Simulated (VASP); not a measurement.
**H6C: single point with PBE**

H6C:

```
CELL_PARAMETERS angstrom
6.06594 0.00000 0.00000
0.00000 6.06594 0.00000
0.00000 0.00000 6.06594
ATOMIC_POSITIONS crystal
H 0.84978 0.98882 0.13363
H 0.74468 0.99975 0.20427
H 0.46692 0.53096 0.99747
H 0.42119 0.48286 0.88824
H 0.99741 0.50507 0.45268
H 0.87164 0.50927 0.45111
H 0.20496 0.01300 0.25536
H 0.29090 0.13968 0.99931
H 0.26949 0.84078 0.01771
H 0.47351 0.97906 0.17903
H 0.53307 0.39550 0.32486
H 0.25289 0.47539 0.36781
H 0.47219 0.67444 0.42971
H 0.44278 0.43068 0.60777
H 0.84730 0.81403 0.59958
H 0.01106 0.03719 0.67846
H 0.75045 0.00424 0.82080
H 0.75067 0.08731 0.53975
C 0.30844 0.99930 0.11769
C 0.42444 0.49086 0.43363
C 0.83928 0.98546 0.65985
```

```json
{
  "Program": "VASP 6.6.1",
  "Task": "single point",
  "Functional": "PBE",
  "Potentials or basis": "VASP PAW PBE potentials, release 64 (H, C)",
  "Cutoff": "520 eV",
  "k mesh": "1 × 1 × 1",
  "Occupations": "fermi-dirac, width 0.02 eV",
  "Spin": "no spin polarisation",
  "Dipole correction": "no",
  "Further INCAR settings": "LREAL = Auto; ALGO = Normal; EDIFF = 1e-06; NBANDS = 31"
}
```

```yaml
Pressure: -1.2 GPa
Largest_force: 3.252 eV/Å
Band_gap_on_the_k_mesh: 8.39 eV
```

Forces in eV/Å, atoms in the order of the input:
```
H   -0.064  0.032  0.137
H    0.422 -0.032 -0.146
H   -0.252 -0.252 -0.255
H    0.189  0.177  0.417
H   -0.199 -0.062  0.010
H   -0.108 -0.099 -0.017
H   -1.283  0.198  1.214
H    0.218 -0.409  0.681
H    0.220  1.345  0.993
H    0.903  0.153  0.070
H    0.150  0.012  0.011
H    0.387 -0.039  0.405
H   -0.334 -1.528 -0.002
H   -0.255  0.121 -0.589
H   -0.344  0.185  0.272
H   -0.047  0.324 -0.016
H    0.413 -0.342 -0.524
H    0.163  0.068 -0.126
C   -0.381 -1.240 -2.982
C    0.396  1.490  0.079
C   -0.197 -0.102  0.369
```

Stress tensor (GPa, compression positive):
```
-0.05 -0.23 -0.75
-0.23 -1.90 -0.38
-0.75 -0.38 -1.67
```

Levels at points of the mesh, in eV from the valence-band top:
```tsv
k point	band 12	band 13	band 14	band 15	band 16	band 17	band 18	band 19
(0.00, 0.00, 0.00)	-0.40	-0.25	-0.14	0.00	8.39	9.99	10.12	10.23
```

It took 14 s on 1 thread of Intel(R) Xeon(R) 6975P-C (Granite Rapids) (shared host), peak memory 0.3 GiB.

Caveat: the k points lie up to 1.04 Å⁻¹ apart.
